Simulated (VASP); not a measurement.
Write the native input for VASP 6.6.1 that does the following.

* Task: single point
* Functional: PBE
* Potentials or basis: VASP PAW PBE potentials, release 64 (Ta_pv, Hg)
* Cutoff: 520 eV
* k mesh: 6 × 6 × 4
* Occupations: gaussian, width 0.1 eV
* Spin: no spin polarisation
* Dipole correction: no
* Further INCAR settings: ALGO = Fast; EDIFF = 1e-06; NBANDS = 24

The structure of TaHg2 lies in POSCAR:

```
TaHg2
1.0
    3.0756132336      0.0000000026      0.0000000000
   -1.5378066191      2.6635591912      0.0000000000
    0.0000000000      0.0000000000      7.4632544616
Ta Hg
1 2
Direct
    0.0000000000      0.0000000000      0.0000000000
    0.3333333333      0.6666666667      0.3240244939
    0.6666666667      0.3333333333      0.6759755061
```

The cell was generated, and may not be a known phase.

The input as run:

INCAR

```
ALGO = Fast ; EDIFF = 1E-6
ENCUT = 520 ; GGA = PE
ISIF = 2 ; ISMEAR = 0
LASPH = T ; LCHARG = T
LELF = T ; LREAL = F
LVHAR = T ; LWAVE = F
NBANDS = 24 ; NELM = 100
PREC = Accurate ; SIGMA = 0.1
```

KPOINTS

```
k-points
0
Gamma
  6 6 4
```

Potentials or basis: VASP PAW PBE potentials, release 64 (Ta_pv, Hg).

Run with:

```bash
$ cat potpaw_PBE.64/Ta_pv/POTCAR potpaw_PBE.64/Hg/POTCAR > POTCAR
$ mpirun -np 1 vasp_std > vasp.out
```

It gave:

- Pressure: 0.8 GPa
- Largest force: 0.011 eV/Å
- Band gap on the k mesh: zero (an odd number of electrons rules out a gap without spin polarisation)

Caveat: the k points lie up to 0.39 Å⁻¹ apart, too coarse for converged energies and pressures of a metal; spin-orbit coupling is left out, which moves the levels of the heavy elements.

It took 32 s on 1 thread of Intel(R) Xeon(R) Platinum 8259CL CPU @ 2.50GHz (Skylake/Cascade Lake) (shared host), peak memory 0.19 GiB.
